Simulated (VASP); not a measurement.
# Ti6H in VASP: notebook, part 2 of 3

VASP 6.6.1. The steps go on from the part before.

### 4 Single point, PBE

File INCAR:

```
  PREC = Accurate
  ENCUT = 520
  EDIFF = 1E-7
  ISMEAR = 0
  SIGMA = 0.1
  LREAL = F
  LASPH = T
  NELM = 80
  ALGO = Normal
  ISIF = 2
  LWAVE = F
  LCHARG = F
  LDIPOL = T
  IDIPOL = 3
  DIPOL = 0.5 0.5 0.336
  GGA = PE
  NBANDS = 46
```

File KPOINTS:

```
Automatic mesh
0
Gamma
  6 6 1
```

File POSCAR:

```
Ti6H
1.0
    4.6037402192      0.0000000000      0.0000000000
   -2.3018701096      3.9869559822      0.0000000000
    0.0000000000      0.0000000000     19.9968207719
Ti H
6 1
Direct
    0.6666666667      0.3333333333      0.2000317973
    0.3333333333      0.6666666667      0.2470259945
    0.0000000000      0.0000000000      0.2940201916
    0.6666666667      0.3333333333      0.3353091140
    0.3333333333      0.6666666667      0.3717707007
    0.0000000000      0.0000000000      0.4249085827
    0.2222222222      0.8888888889      0.4773003788
```

Potentials or basis: VASP PAW PBE potentials, release 64 (Ti_sv, H).

Started as:

```
$ cat potpaw_PBE.64/Ti_sv/POTCAR potpaw_PBE.64/H/POTCAR > POTCAR
$ mpirun -np 1 vasp_std > vasp.out
```

OUTCAR:

```text
PREC = Accurate
   ENCUT = 520
   EDIFF = 1E-7
   ISMEAR = 0
   LREAL = F
   LASPH = T
   NELM = 80
   ISIF = 2
   GGA = PE

 ion  position               nearest neighbor table
   1  0.667  0.333  0.200-   4 2.71   2 2.82   2 2.82   2 2.82
   2  0.333  0.667  0.247-   5 2.49   3 2.82   3 2.82   3 2.82   1 2.82   1 2.82   1 2.82
   3  0.000  0.000  0.294-   6 2.62   4 2.78   4 2.78   4 2.78   2 2.82   2 2.82   2 2.82
   4  0.667  0.333  0.335-   1 2.71   5 2.76   5 2.76   5 2.76   3 2.78   3 2.78   3 2.78
   5  0.333  0.667  0.372-   2 2.49   4 2.76   4 2.76   4 2.76   6 2.86   6 2.86   6 2.86
   6  0.000  0.000  0.425-   7 1.71   3 2.62   5 2.86   5 2.86   5 2.86
   7  0.222  0.889  0.477-   6 1.71

  LATTYP: Found a hexagonal cell.
 ALAT       =     4.6037402192
 C/A-ratio  =     4.3436032052

  Lattice vectors:

 A1 = (   4.6037402192,   0.0000000000,   0.0000000000)
 A2 = (  -2.3018701096,   3.9869559822,   0.0000000000)
 A3 = (   0.0000000000,   0.0000000000,  19.9968207719)

Analysis of symmetry for initial positions (statically):
[... 194 lines left out ...]
      3     -56.7608      2.00000
      4     -56.6425      2.00000
      5     -56.6064      2.00000
      6     -56.5110      2.00000
[... 969 lines left out ...]
     45       1.1056      0.00000
     46       1.1885      0.00000

------------------------ aborting loop because EDIFF is reached ----------------------------------------

 vacuum level on the upper side and lower side of the slab       (xc-potential included)         0.324        -0.405

  FORCE on cell =-STRESS in cart. coord.  units (eV):
  Direction    XX          YY          ZZ          XY          YZ          ZX
  --------------------------------------------------------------------------------------
  -------------------------------------------------------------------------------------
  Total       -2.4343728     -2.9671421     -0.1730741      0.3202033     -1.0088856      1.8372859
  in kB      -10.6263587    -12.9519667     -0.7554911      1.3977295     -4.4039189      8.0199955
  external PRESSURE =      -8.1112722 kB  Pullay stress =       0.0000000 kB

 VOLUME and BASIS-vectors are now :
 -----------------------------------------------------------------------------
  energy-cutoff  :      520.00
  volume of cell :      367.04
      direct lattice vectors                 reciprocal lattice vectors
     4.603740219  0.000000000  0.000000000     0.217214689  0.125408959  0.000000000
    -2.301870110  3.986955982  0.000000000     0.000000000  0.250817918  0.000000000
     0.000000000  0.000000000 19.996820772     0.000000000  0.000000000  0.050007949

 POSITION                                       TOTAL-FORCE (eV/Angst)
 -----------------------------------------------------------------------------------
      2.30187      1.32899      4.00000         0.064769     -0.050296      0.092718
     -0.00000      2.65797      4.93973        -0.072754      0.035123      0.374301
      0.00000      0.00000      5.87947         0.034556     -0.019530     -0.695960
      2.30187      1.32899      6.70512        -0.020923      0.083656     -0.448122
     -0.00000      2.65797      7.43423        -0.510317      0.246306      0.949282
      0.00000      0.00000      8.49682        -0.812965      0.420236     -0.278652
     -1.02305      3.54396      9.54449         1.317634     -0.715494      0.006433
 -----------------------------------------------------------------------------------
    total drift:                                0.000029     -0.000018      0.000151

  FREE ENERGIE OF THE ION-ELECTRON SYSTEM (eV)
  ---------------------------------------------------
  free  energy   TOTEN  =       -45.1820689612 eV

  energy  without entropy=      -45.1037699457  energy(sigma->0) =      -45.14291945

 vacuum level on the upper side and lower side of the slab         3.776         3.061
```

OSZICAR:

```text
N       E                     dE             d eps       ncg     rms          rms(c)
DAV:   1     0.842895625174E+03    0.84290E+03   -0.39253E+04  2328   0.150E+03
DAV:   2     0.673188445061E+02   -0.77558E+03   -0.76050E+03  1936   0.486E+02
DAV:   3    -0.337014527318E+02   -0.10102E+03   -0.99229E+02  3012   0.153E+02
[... 25 lines left out ...]
DAV:  29    -0.451820590065E+02   -0.30701E-04   -0.34510E-06  1882   0.645E-03    0.205E-03
DAV:  30    -0.451820665311E+02   -0.75246E-05   -0.66592E-07  1764   0.273E-03    0.573E-04
DAV:  31    -0.451820686501E+02   -0.21190E-05   -0.23529E-07  1628   0.196E-03    0.481E-04
DAV:  32    -0.451820688844E+02   -0.23429E-06   -0.41868E-08  1386   0.960E-04    0.422E-04
DAV:  33    -0.451820689612E+02   -0.76776E-07   -0.19001E-08  1308   0.700E-04
   1 F= -.45182069E+02 E0= -.45142919E+02  d E =-.782990E-01
```

It took 7.4 min on 1 thread of Intel Xeon 6975P-C (Granite Rapids), shared host; peak memory 0.57 GiB.

Results:

- Free energy: -45.1821 eV
- Largest force: 1.499 eV/Å
- Band gap on the k mesh: zero (an odd number of electrons rules out a gap without spin polarisation)

Forces on the atoms (eV/Å):
```
Ti   0.065 -0.050  0.093
Ti  -0.073  0.035  0.374
Ti   0.035 -0.020 -0.696
Ti  -0.021  0.084 -0.448
Ti  -0.510  0.246  0.949
Ti  -0.813  0.420 -0.279
H    1.318 -0.715  0.006
```

### 5 Single point, PBE

File INCAR:

```
ALGO = Normal
DIPOL = 0.5 0.5 0.336
EDIFF = 1E-6
ENCUT = 520
GGA = PE
IDIPOL = 3
ISIF = 2
ISMEAR = 0
LASPH = True
LCHARG = False
LDIPOL = True
LREAL = False
LWAVE = False
NBANDS = 46
NELM = 100
PREC = Accurate
SIGMA = 0.1
```

File KPOINTS:

```
k-points
0
Gamma
  6 6 1
```

Changes to POSCAR since step 4:

```diff
@@ -14,2 +14,2 @@
     0.0000000000      0.0000000000      0.4249085827
-    0.2222222222      0.8888888889      0.4773003788
+    0.8888888889      0.2222222222      0.4812344894
```

Started as:

```
$ cat potpaw_PBE.64/Ti_sv/POTCAR potpaw_PBE.64/H/POTCAR > POTCAR
$ mpirun -np 1 vasp_std > vasp.out
```

Run time: 8.3 min. Hardware: 1 thread of Intel Xeon 6975P-C (Granite Rapids), shared host; peak memory 0.57 GiB.

The run converged. Its results:

| Quantity | Value |
| --- | --- |
| Free energy | -44.7882 eV |
| Largest force | 0.772 eV/Å |
| Band gap on the k mesh | zero (an odd number of electrons rules out a gap without spin polarisation) |

Forces in eV/Å, atoms in the order of the input:
```
Ti   0.018  0.043  0.163
Ti   0.005 -0.017  0.453
Ti  -0.058  0.057 -0.767
Ti  -0.071 -0.086 -0.282
Ti   0.329 -0.345  0.220
Ti  -0.022 -0.224  0.210
H   -0.201  0.572  0.004
```

Levels at points of the mesh, in eV from the Fermi level:
| k point | band 33 | band 34 | band 35 | band 36 | band 37 | band 38 | band 39 | band 40 | band 41 | band 42 |
| --- | --- | --- | --- | --- | --- | --- | --- | --- | --- | --- |
| (0.00, 0.00, 0.00) | -0.48 | -0.47 | -0.45 | -0.17 | -0.17 | -0.06 | 0.03 | 0.21 | 0.56 | 0.85 |
| (0.50, 0.00, 0.00) | -0.44 | -0.37 | -0.26 | -0.12 | -0.02 | 0.05 | 0.16 | 0.41 | 0.70 | 0.83 |
| (0.00, 0.50, 0.00) | -0.57 | -0.38 | -0.28 | -0.14 | -0.05 | 0.04 | 0.27 | 0.44 | 0.71 | 0.91 |
| (0.50, 0.50, 0.00) | -0.63 | -0.38 | -0.30 | -0.19 | -0.10 | 0.03 | 0.40 | 0.44 | 0.72 | 0.96 |

### 6 Single point, PBE

File INCAR:

```
SYSTEM = Ti6H
ALGO = Normal
DIPOL = 0.5 0.5 0.332
EDIFF = 1E-6
ENCUT = 520
GGA = PE
IDIPOL = 3
ISIF = 2
ISMEAR = 0
LASPH = .TRUE.
LCHARG = .FALSE.
LDIPOL = .TRUE.
LREAL = .FALSE.
LWAVE = .FALSE.
NBANDS = 46
NELM = 80
PREC = Accurate
SIGMA = 0.1
```

File KPOINTS:

```
k-points
0
G
  6 6 1
  0 0 0
```

Changes to POSCAR since step 5:

```diff
@@ -14,2 +14,2 @@
     0.0000000000      0.0000000000      0.4249085827
-    0.8888888889      0.2222222222      0.4812344894
+    0.1111111111      0.4444444444      0.4516934271
```

Potentials or basis: VASP PAW PBE potentials, release 64 (Ti_sv, H).

Started as:

```
$ cat potpaw_PBE.64/Ti_sv/POTCAR potpaw_PBE.64/H/POTCAR > POTCAR
$ mpirun -np 1 vasp_std > vasp.out
```

OUTCAR:

```text
SYSTEM = Ti6H
   EDIFF = 1E-6
   ENCUT = 520
   GGA = PE
   ISIF = 2
   ISMEAR = 0
   LASPH = .TRUE.
   LREAL = .FALSE.
   NELM = 80
   PREC = Accurate

 ion  position               nearest neighbor table
   1  0.667  0.333  0.200-   4 2.71   2 2.82   2 2.82   2 2.82
   2  0.333  0.667  0.247-   5 2.49   3 2.82   3 2.82   3 2.82   1 2.82   1 2.82   1 2.82
   3  0.000  0.000  0.294-   6 2.62   4 2.78   4 2.78   4 2.78   2 2.82   2 2.82   2 2.82
   4  0.667  0.333  0.335-   1 2.71   5 2.76   5 2.76   5 2.76   3 2.78   3 2.78   3 2.78
   5  0.333  0.667  0.372-   7 1.90   2 2.49   4 2.76   4 2.76   4 2.76   6 2.86   6 2.86   6 2.86

   6  0.000  0.000  0.425-   3 2.62   5 2.86   5 2.86   5 2.86
   7  0.111  0.444  0.452-   5 1.90

  LATTYP: Found a hexagonal cell.
 ALAT       =     4.6037402192
 C/A-ratio  =     4.3436032052

  Lattice vectors:

 A1 = (   4.6037402192,   0.0000000000,   0.0000000000)
 A2 = (  -2.3018701096,   3.9869559822,   0.0000000000)
 A3 = (   0.0000000000,   0.0000000000,  19.9968207719)

Analysis of symmetry for initial positions (statically):
=====================================================================
 Subroutine PRICEL returns:
 Original cell was already a primitive cell.

 Routine SETGRP: Setting up the symmetry group for a
 hexagonal supercell.

 Subroutine GETGRP returns: Found  1 space group operations
 (whereof  1 operations were pure point group operations)
 out of a pool of 24 trial point group operations.

The static configuration has the point symmetry C_1 .

Analysis of symmetry for dynamics (positions and initial velocities):
=====================================================================
 Subroutine PRICEL returns:
 Original cell was already a primitive cell.

 Routine SETGRP: Setting up the symmetry group for a
 hexagonal supercell.

 Subroutine GETGRP returns: Found  1 space group operations
 (whereof  1 operations were pure point group operations)
 out of a pool of 24 trial point group operations.

The dynamic configuration has the point symmetry C_1 .

 Subroutine INISYM returns: Found  1 space group operations
 (whereof  1 operations are pure point group operations),
 and found     1 'primitive' translations

----------------------------------------------------------------------------------------

                                     Primitive cell

  volume of cell :     367.0398

  direct lattice vectors                    reciprocal lattice vectors
     4.603740219  0.000000000  0.000000000     0.217214689  0.125408959  0.000000000
    -2.301870110  3.986955982  0.000000000     0.000000000  0.250817918  0.000000000
     0.000000000  0.000000000 19.996820772     0.000000000  0.000000000  0.050007949

  length of vectors
     4.603740219  4.603740219 19.996820772     0.250817918  0.250817918  0.050007949

  position of ions in fractional coordinates (direct lattice)
     0.666666667  0.333333333  0.200031797
     0.333333333  0.666666667  0.247025994
     0.000000000  0.000000000  0.294020192
     0.666666667  0.333333333  0.335309114
     0.333333333  0.666666667  0.371770701
     0.000000000  0.000000000  0.424908583
     0.111111111  0.444444444  0.451693427

  ion indices of the primitive-cell ions
[... 58 lines left out ...]
   number of dos      NEDOS =    301   number of ions     NIONS =      7
   total plane-waves  NPLWV = 194400
   dimension x,y,z NGX =    36 NGY =   36 NGZ =  150
   dimension x,y,z NGXF=    72 NGYF=   72 NGZF=  300
   ions per type =               6   1
   NGX,Y,Z   is equivalent  to a cutoff of  13.00, 13.00, 12.47 a.u.
   NGXF,Y,Z  is equivalent  to a cutoff of  26.00, 26.00, 24.94 a.u.
 SYSTEM =  Ti6H
   PREC   = accura    normal or accurate (medium, high low for compatibility)
   ISTART =      0    job   : 0-new  1-cont  2-samecut
   ICHARG =      2    charge: 1-file 2-atom 10-const
   ISPIN  =      1    spin polarized calculation?
   LNONCOLLINEAR =      F non collinear calculations
   LSORBIT =      F    spin-orbit coupling
   LASPH  =      T    aspherical Exc in radial PAW
   ENCUT  =  520.0 eV  38.22 Ry    6.18 a.u.   8.56  8.56 37.18*2*pi/ulx,y,z
   NELM   =     80;   NELMIN=  2; NELMDL= -5     # of ELM steps
   EDIFF  = 0.1E-05   stopping-criterion for ELM
   LREAL  =      F    real-space projection
   EDIFFG = 0.1E-04   stopping-criterion for IOM
   NSW    =      0    number of steps for IOM
   IBRION =     -1    ionic relax: 0-MD 1-quasi-New 2-CG
   NFREE  =      0    steps in history (QN), initial steepest desc. (CG)
   ISIF   =      2    stress and relaxation
   ISYM   =      2    0-nonsym 1-usesym 2-fastsym
   POTIM  = 0.5000    time-step for ionic-motion
   TEBEG  =    0.0;   TEEND  =   0.0 temperature during run
   PSTRESS=    0.0 pullay stress
   NELECT =      73.0000    total number of electrons
   NUPDOWN=      -1.0000    fix difference up-down
   EMIN   =  10.00;   EMAX   =-10.00  energy-range for DOS
   EFERMI =   0.00;   METHOD = LEGACY
   ISMEAR =     0;   SIGMA  =   0.10  broadening in eV -4-tet -1-fermi 0-gaus
   EFERMI_NEDOS =   21; number of points for ismear=-14 and -15
   IALGO  =     38    algorithm
   IMIX   =      4    mixing-type and parameters
     AMIX     =   0.40;   BMIX     =  1.00
     AMIX_MAG =   1.60;   BMIX_MAG =  1.00
  volume/ion in A,a.u.               =      52.43       353.84
  Fermi-wavevector in a.u.,A,eV,Ry     =   0.955604  1.805830 12.424560  0.913179
  Thomas-Fermi vector in A             =   2.084457
   LORBIT       =      0    0 simple, 1 ext, 2 COOP (PROOUT), +10 PAW based schemes
   GGA     = PE    functional components
   LHFCALC =     F    Hartree Fock is set to
   AEXX    =    0.0000 exact exchange contribution
   IVDW    =     0    specifies the selected vdW correction
   LEPSILON=     F    determine dielectric tensor
   LRPA    =     F    only Hartree local field effects (RPA)
 non-spin polarized calculation
 Gauss-broadening in eV      SIGMA  =   0.10
  energy-cutoff  :      520.00
  volume of cell :      367.04
 maximum number of plane-waves:      9981
 NGX is ok and might be reduce to    36
   NGX = 17   NGY = 17   NGZ = 75

 dipolmoment           0.000000      0.000000      0.036447 electrons x Angstroem

 number of electron      72.9999981 magnetization

 dipolmoment           0.000000      0.000000     -0.013922 electrons x Angstroem

 Free energy of the ion-electron system (eV)
  ---------------------------------------------------
  ext. energy  EPLUGINS =         0.00000000
  ---------------------------------------------------
  free energy    TOTEN  =       -45.80142272 eV

  energy without entropy =      -45.73032306  energy(sigma->0) =      -45.76587289

 E-fermi :   0.0310     XC(G=0):  -4.3680

 val. band max:        0.0223244605   @ k =   0.0000   0.5000   0.0000
 cond. band min:       0.0318779210   @ k =  -0.3333   0.1667   0.0000
 fundamental gap:      0.0095534604
 Fermi energy:         0.0310415505

 k-point     1 :       0.0000    0.0000    0.0000
  band No.  band energies     occupation
      1     -57.0569      2.00000
      2     -57.0505      2.00000
      3     -56.4741      2.00000
      4     -56.3555      2.00000
      5     -56.2921      2.00000
      6     -56.1806      2.00000
[... 969 lines left out ...]
     45       1.3468      0.00000
     46       1.4419      0.00000

------------------------ aborting loop because EDIFF is reached ----------------------------------------

 vacuum level on the upper side and lower side of the slab       (xc-potential included)        -0.206        -0.084

  FORCE on cell =-STRESS in cart. coord.  units (eV):
  Direction    XX          YY          ZZ          XY          YZ          ZX
  --------------------------------------------------------------------------------------
  -------------------------------------------------------------------------------------
  Total       -3.3583008     -4.0540542     -0.0015011      0.4166942      0.4493832     -0.4701854
  in kB      -14.6594261    -17.6964817     -0.0065525      1.8189252      1.9616171     -2.0524213
  external PRESSURE =     -10.7874868 kB  Pullay stress =       0.0000000 kB

 VOLUME and BASIS-vectors are now :
 -----------------------------------------------------------------------------
  energy-cutoff  :      520.00
  volume of cell :      367.04
      direct lattice vectors                 reciprocal lattice vectors
     4.603740219  0.000000000  0.000000000     0.217214689  0.125408959  0.000000000
    -2.301870110  3.986955982  0.000000000     0.000000000  0.250817918  0.000000000
     0.000000000  0.000000000 19.996820772     0.000000000  0.000000000  0.050007949

 POSITION                                       TOTAL-FORCE (eV/Angst)
 -----------------------------------------------------------------------------------
      2.30187      1.32899      4.00000         0.035092      0.036728      0.070035
     -0.00000      2.65797      4.93973         0.023054     -0.074261      0.361114
      0.00000      0.00000      5.87947         0.052528     -0.021181     -0.589581
      2.30187      1.32899      6.70512         0.003404      0.086782     -0.299889
     -0.00000      2.65797      7.43423         0.049045     -0.337818      0.400415
      0.00000      0.00000      8.49682        -0.098360      0.138490      0.074587
     -0.51153      1.77198      9.03243        -0.064764      0.171260     -0.016682
 -----------------------------------------------------------------------------------
    total drift:                               -0.000036      0.000022     -0.000089

  FREE ENERGIE OF THE ION-ELECTRON SYSTEM (eV)
  ---------------------------------------------------
  free  energy   TOTEN  =       -45.8014227175 eV

  energy  without entropy=      -45.7303230635  energy(sigma->0) =      -45.76587289

 vacuum level on the upper side and lower side of the slab         3.198         3.306
```

Run time: 7.4 min. Hardware: 1 thread of Intel Xeon 6975P-C (Granite Rapids), shared host; peak memory 0.57 GiB.

Results:

| Quantity | Value |
| --- | --- |
| Free energy | -45.8014 eV |
| Largest force | 0.592 eV/Å |
| Band gap on the k mesh | zero (an odd number of electrons rules out a gap without spin polarisation) |

Forces in eV/Å, atoms in the order of the input:
```
Ti   0.035  0.037  0.070
Ti   0.023 -0.074  0.361
Ti   0.053 -0.021 -0.590
Ti   0.003  0.087 -0.300
Ti   0.049 -0.338  0.400
Ti  -0.098  0.138  0.075
H   -0.065  0.171 -0.017
```

(Continued in part 3 of 3.)

The gap in the log of VASP goes by the Fermi energy; the results here count the filled bands.